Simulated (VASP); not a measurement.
Input of a VASP 6.6.1 run:

Contents of INCAR:

```
SYSTEM = K
PREC = Accurate
ENCUT = 520
EDIFF = 1E-6
ISMEAR = -1
SIGMA = 0.1
LREAL = .False.
LASPH = .True.
NELM = 100
ALGO = Normal
ISIF = 2
LWAVE = .False.
LCHARG = .False.
GGA = B5
ALDAX = 1.0
AGGAX = 1.0
AGGAC = 1.0
ALDAC = 0.0
NBANDS = 20
```

The input KPOINTS:

```
regular mesh
0
Gamma
  5 5 7
  0 0 0
```

The input POSCAR:

```
K
1.0
    7.6251699192      0.0000000000      0.0000000000
   -3.8125849596      6.6035908582      0.0000000000
    0.0000000000      0.0000000000      4.5627453971
K
3
Direct
    0.0000000000      0.0000000000      1.0000000000
    0.3333333333      0.6666666667      0.5000000000
    0.6666666667      0.3333333333      0.5000000000
```

Potentials or basis: VASP PAW PBE potentials, release 64 (K_sv).

The run is started by

```console
$ cat potpaw_PBE.64/K_sv/POTCAR > POTCAR
$ mpirun -np 1 vasp_std > vasp.out
```

(1) Predict the band gap on the k mesh.

(2) What does it give for the pressure?

Answers

(1) zero (an odd number of electrons rules out a gap without spin polarisation).

(2) 0.0 GPa.

Caveat: the PAW data sets were made with another functional, which shifts forces and pressure a little.
